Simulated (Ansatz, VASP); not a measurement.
TiB2 in VASP and in Ansatz

Contents of INCAR:

```
SYSTEM = TiB2
  PREC = Accurate
  ENCUT = 520
  EDIFF = 1E-7
  ISMEAR = -1
  SIGMA = 0.05
  LREAL = .FALSE.
  LASPH = .TRUE.
  NELM = 150
  ALGO = Normal
  ISIF = 2
  LWAVE = .FALSE.
  LCHARG = .FALSE.
  LMAXMIX = 4
  LDAU = .TRUE.
  LDAUTYPE = 2
  LDAUL = 2 -1
  LDAUU = 2 0
  LDAUJ = 0 0
  LDAUPRINT = 1
  NBANDS = 16
```

The input KPOINTS:

```
Automatic mesh
0
G
  10 10 8
  0 0 0
```

Contents of POSCAR:

```
TiB2
1.0
    3.0292000000      0.0000000000      0.0000000000
   -1.5146000000      2.6233641531      0.0000000000
    0.0000000000      0.0000000000      3.2284000000
Ti B
1 2
Direct
    0.0000000000      0.0000000000      0.0000000000
    0.6666666667      0.3333333333      0.5000000000
    0.3333333333      0.6666666667      0.5000000000
```

The input input.yaml:

```yaml
crystal:
  lattice:
    - [3.0292, 0.0, 0.0]
    - [-1.5146, 2.6233641531, 0.0]
    - [0.0, 0.0, 3.2284]
  atoms:
    - { symbol: Ti, position: [0.0, 0.0, 0.0] }
    - { symbol: B, position: [0.6666666667, 0.3333333333, 0.5] }
    - { symbol: B, position: [0.3333333333, 0.6666666667, 0.5] }
hamiltonian:
  xc: lda
  pseudopotentials: { kind: paw }
  hubbard: { sites: [{ species: Ti, l: d, u_eff: 2.0 }] }
kpoints:
  mp_grid: { grid: [10, 10, 8] }
scf:
  occupations: { method: fermi_dirac, width: 0.05 }
  n_extra_bands: 7
output:
  forces: true
  stress: true
  eigenvalues: true
  dos: { projected: true, de: 0.05, nscf_kmesh: { grid: [15, 15, 12] } }
  write_density: true
  write_potential: true
  elf: true
  volumetric_format: npy
```

Alike in both runs: functional LDA; k mesh 10 × 10 × 8; occupations fermi-dirac, width 0.05 eV; no spin polarisation; Hubbard terms Ti d U = 2.0 eV.

```csv
,VASP,Ansatz
version,VASP 6.6.1,Ansatz 0.2.0
potentials or method,"VASP PAW LDA potentials, release 64 (Ti_sv, B)",Ansatz PAW
plane-wave cutoff (eV),520,420
valence electrons in the cell,18,18
task,single point,projected density of states
```

```csv
,VASP,Ansatz,Ansatz less VASP
gap on the k mesh at the Fermi level (eV),none,none,-
pressure (GPa),-6.8,-9.5,-2.73
"traceless stress, the component that is largest in VASP (GPa)",0.62,0.45,-0.165
```

LDA's correlation is that of Perdew and Zunger in VASP and of Perdew and Wang (1992) in Ansatz. The programs project onto different local orbitals, so the same U acts differently, and such runs can settle in different states. A gap of «none» marks a metal or a gap that the smearing closes.
